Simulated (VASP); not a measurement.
# Mg: single point with LDA

The system is Mg.

```
Mg
1.0
     3.13250    0.00000    0.00000
    -1.56625    2.71283    0.00000
     0.00000    0.00000    5.08489
Mg
2
Direct
  0.33333 0.66667 0.25000
  0.66667 0.33333 0.75000
```

```json
{
 "Program": "VASP 6.6.1",
 "Task": "single point",
 "Functional": "LDA",
 "Potentials or basis": "VASP PAW LDA potentials, release 64 (Mg)",
 "Cutoff": "520 eV",
 "k mesh": "12 × 12 × 6",
 "Occupations": "fermi-dirac, width 1 eV",
 "Spin": "no spin polarisation"
}
```

```yaml
Pressure: 2.9 GPa
Band_gap_on_the_k_mesh: zero (band 2 reaches 3.81 eV, above the bottom of band 3 at 1.52 eV)
```

Stress tensor (GPa, compression positive):
```
2.83 0.00 0.00
0.00 2.83 0.00
0.00 0.00 3.03
```

Levels at points of the mesh, in eV from the Fermi level:
```csv
k point,band 1,band 2,band 3,band 4,band 5
"(0.00, 0.00, 0.00)",-7.06,-1.63,-1.15,11.37,11.37
"(0.50, 0.00, 0.00)",-2.10,-2.08,2.86,3.21,3.53
"(0.00, 0.00, 0.50)",-5.62,-5.62,5.32,5.32,12.12
"(0.50, 0.00, 0.50)",-1.02,-1.02,-0.33,-0.33,8.37
```

Wall time 21 s on 1 thread of Intel Xeon 8259CL, on a shared host, peak memory 0.15 GiB.
